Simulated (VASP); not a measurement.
Here is a VASP 6.6.1 calculation.

Contents of INCAR:

```
SYSTEM = Li
ALGO = Normal
EDIFF = 1E-7
ENCUT = 520
GGA = PE
ISIF = 2
ISMEAR = -1
LASPH = .TRUE.
LCHARG = .FALSE.
LREAL = .FALSE.
LWAVE = .FALSE.
NBANDS = 8
NELM = 80
PREC = Accurate
SIGMA = 0.08
```

Contents of KPOINTS:

```
k-points
0
G
  17 17 17
  0 0 0
```

The input POSCAR:

```
Li
1.0
    0.0000000000      1.7154021332      1.7154021332
    1.7154021332      0.0000000000      1.7154021332
    1.7154021332      1.7154021332      0.0000000000
Li
1
Direct
    0.0000000000      0.0000000000      0.0000000000
```

Potentials or basis: VASP PAW PBE potentials, release 64 (Li_sv).

Command:

```bash
$ cat potpaw_PBE.64/Li_sv/POTCAR > POTCAR
$ mpirun -np 1 vasp_std > vasp.out
```

(1) Predict the band gap on the k mesh.

Results:

(1) zero (an odd number of electrons rules out a gap without spin polarisation).
